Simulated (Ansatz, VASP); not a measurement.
One calculation of Nb, two programs

INCAR

```
SYSTEM = Nb
  PREC = Accurate
  ENCUT = 520
  EDIFF = 1E-6
  ISMEAR = 0
  SIGMA = 0.1
  LREAL = .FALSE.
  LASPH = .TRUE.
  NELM = 80
  ALGO = Fast
  ISIF = 2
  LWAVE = .FALSE.
  LCHARG = .FALSE.
  GGA = PE
  NBANDS = 12
```

The input KPOINTS:

```
regular mesh
0
G
  18 18 18
  0 0 0
```

File POSCAR:

```
Nb
1.0
   -1.6388340493      1.6388340493      1.6388340493
    1.6388340493     -1.6388340493      1.6388340493
    1.6388340493      1.6388340493     -1.6388340493
Nb
1
Direct
    0.0000000000      0.0000000000      0.0000000000
```

Input for Ansatz:

```yaml
crystal:
  lattice:
    - [-1.6388340492, 1.6388340492, 1.6388340492]
    - [1.6388340492, -1.6388340492, 1.6388340492]
    - [1.6388340492, 1.6388340492, -1.6388340492]
  atoms:
    - { symbol: Nb, position: [0.0, 0.0, 0.0] }
basis:
  ecutwfc: 420
kpoints:
  mp_grid: { grid: [18, 18, 18] }
hamiltonian:
  xc: pbe
scf:
  occupations: { method: gaussian, width: 0.1 }
output:
  forces: true
  stress: true
  eigenvalues: true
```

Alike in both runs: task single point; functional PBE; k mesh 18 × 18 × 18; occupations gaussian, width 0.1 eV; no spin polarisation.

|  | VASP | Ansatz |
| --- | --- | --- |
| version | VASP 6.6.1 | Ansatz 0.2.0 |
| potentials or method | VASP PAW PBE potentials, release 64 (Nb_sv), cutoff 520 eV | scalar-relativistic, plane waves, PAW |
| valence electrons in the cell | 13 | 13 |

|  | VASP | Ansatz | Ansatz less VASP |
| --- | --- | --- | --- |
| gap on the k mesh at the Fermi level (eV) | none | none | - |
| pressure (GPa) | 5.0 | 5.4 | +0.43 |

A gap of «none» marks a metal or a gap that the smearing closes.
